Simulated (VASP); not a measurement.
Crystal: Al.

```
CELL_PARAMETERS angstrom
-1.59122 1.59122 1.59122
1.59122 -1.59122 1.59122
1.59122 1.59122 -1.59122
ATOMIC_POSITIONS crystal
Al 0.00000 0.00000 0.00000
```

Base run:

| Quantity | Value |
| --- | --- |
| Program | VASP 6.6.1 |
| Functional | PBEsol |
| Potentials or basis | VASP PAW PBE potentials, release 64 (Al) |
| Cutoff | 520 eV |
| k mesh | 14 × 14 × 14 |
| Occupations | fermi-dirac, width 0.1 eV |
| Spin | no spin polarisation |

Its results: pressure 2.4 GPa.

The run is repeated on the same cell with these changes: functional from PBEsol to BLYP. What comes out?

Pressure 7.9 GPa.

BLYP binds less tightly than PBEsol, so the same cell stands under more pressure.

Caveats: the PAW data sets were made with another functional, which shifts forces and pressure a little.
